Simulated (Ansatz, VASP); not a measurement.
# One calculation of BN, two programs

The input POSCAR:

```
BN
1.0
    0.0153609458      1.8005138019      1.8005138019
    1.8005138019      0.0153609458      1.8005138019
    1.8005138019      1.8005138019      0.0153609458
B N
1 1
Direct
    0.0000591269      0.0000591269      0.0000591269
    0.2499408731      0.2499408731      0.2499408731
```

File INCAR.step1:

```
ALGO = Normal ; EDIFF = 1E-4
ENCUT = 520 ; GGA = PE
ISMEAR = 0 ; LASPH = True
LCHARG = False ; LREAL = False
LWAVE = True ; NBANDS = 11
NELM = 80 ; PREC = Accurate
SIGMA = 0.01
```

Contents of INCAR.step2:

```
ALGO = Normal ; EDIFF = 1E-6
ENCUT = 520 ; ISIF = 2
ISMEAR = 0 ; ISTART = 1
LASPH = True ; LCHARG = True
LELF = True ; LMIXTAU = True
LREAL = False ; LVHAR = True
LWAVE = False ; METAGGA = R2SCAN
NBANDS = 11 ; NELM = 80
PREC = Accurate ; SIGMA = 0.01
```

Contents of KPOINTS:

```
k-points
0
Gamma
  12 12 12
```

Input for Ansatz:

```yaml
crystal:
  lattice:
    - [0.0153609458, 1.8005138019, 1.8005138019]
    - [1.8005138019, 0.0153609458, 1.8005138019]
    - [1.8005138019, 1.8005138019, 0.0153609458]
  atoms:
    - { symbol: B, position: [5.91269e-05, 5.91269e-05, 5.91269e-05] }
    - { symbol: "N", position: [0.2499408731, 0.2499408731, 0.2499408731] }
kpoints:
  mp_grid: { grid: [12, 12, 12] }
  band_path:
    path:
      - [0.0, 0.0, 0.0]
      - [-0.5, -0.5, 0.0]
      - [-0.375, -0.375, 0.25]
      - [-0.375, 0.0, 0.375]
      - [0.0, 0.0, 0.5]
      - [-0.5, -0.25, 0.25]
    npoints: 1
hamiltonian:
  xc: r2scan
scf:
  occupations: { method: fixed }
  n_extra_bands: 4
output:
  forces: true
  stress: true
  eigenvalues: true
```

Change from the starting cell: epitaxial_111 strain -1.1%.

Alike in both runs: task single point; functional r2SCAN; k mesh 12 × 12 × 12; no spin polarisation.

|  | VASP | Ansatz |
| --- | --- | --- |
| version | VASP 6.6.1 | Ansatz 0.2.0 |
| potentials or method | VASP PAW PBE potentials, release 64 (B, N) | plane waves, PAW |
| plane-wave cutoff (eV) | 520 | 500 |
| occupations | gaussian, width 0.01 eV | fixed |
| valence electrons in the cell | 8 | 8 |

```csv
,VASP,Ansatz,Ansatz less VASP
gap on the k mesh at the Fermi level (eV),4.98,5.00,+0.024
pressure (GPa),9.4,8.3,-1.15
"traceless stress, the component that is largest in VASP (GPa)",-4.21,-4.18,+0.023
```

VASP's potentials were made for PBE, not for r2SCAN.
